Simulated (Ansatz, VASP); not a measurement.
# BP in VASP and in Ansatz

```xyz
4
Lattice="3.0799 0.0000 0.0000 -1.5400 2.6673 0.0000 0.0000 0.0000 5.0146" Properties=species:S:1:pos:R:3 pbc="T T T"
B     0.0000    0.0000    0.0000
B     0.0000    0.0000    2.5073
P     0.0000    1.7782    1.2536
P     1.5400    0.8891    3.7609
```

Alike in both runs: task single point; functional PBE; k mesh 6 × 6 × 4; occupations fermi-dirac, width 0.02 eV; no spin polarisation.

|  | VASP | Ansatz |
| --- | --- | --- |
| version | VASP 6.6.1 | Ansatz 0.2.0 |
| potentials or method | VASP PAW PBE potentials, release 64 (B, P) | plane waves, PAW |
| plane-wave cutoff (eV) | 500 | 420 |
| valence electrons in the cell | 16 | 16 |

Ansatz gave:

| Property | Result |
| --- | --- |
| pressure (GPa) | 0.6 |
| traceless stress, the component that is largest in VASP (GPa) | 0.11 |

**Question.** Which values does VASP return?

**Answer.** Pressure (GPa): 0.3; traceless stress, the component that is largest in VASP (GPa): 0.08.

The k mesh is coarse, so the values compare programs but aren't converged.
